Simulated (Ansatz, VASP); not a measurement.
# One calculation of Li2Se, two programs

```
CELL_PARAMETERS angstrom
0.00000 2.91868 2.91868
2.91868 0.00000 2.91868
2.91868 2.91868 0.00000
ATOMIC_POSITIONS crystal
Se 0.00000 0.00000 0.00000
Li 0.25000 0.25000 0.25000
Li 0.75000 0.75000 0.75000
```

Change from the starting cell: hydrostatic strain -2.5%.

Alike in both runs: task single point; functional HSE06; k mesh 6 × 6 × 6; no spin polarisation.

```csv
,VASP,Ansatz
version,VASP 6.6.1,Ansatz 0.2.0
potentials or method,"VASP PAW PBE potentials, release 64 (Se, Li_sv)","plane waves, PAW"
plane-wave cutoff (eV),650,420
occupations,"gaussian, width 0.01 eV",fixed
valence electrons in the cell,12,22
```

|  | VASP | Ansatz | Ansatz less VASP |
| --- | --- | --- | --- |
| gap on the k mesh at the Fermi level (eV) | 3.76 | 3.75 | -0.009 |
| pressure (GPa) | 2.5 | 2.7 | +0.25 |

VASP's potentials hold 12 valence electrons a cell and Ansatz's 22, so a difference there can come from the potentials and not from the codes. Ansatz's warnings: stress exchange threshold loose, stress scf threshold loose.
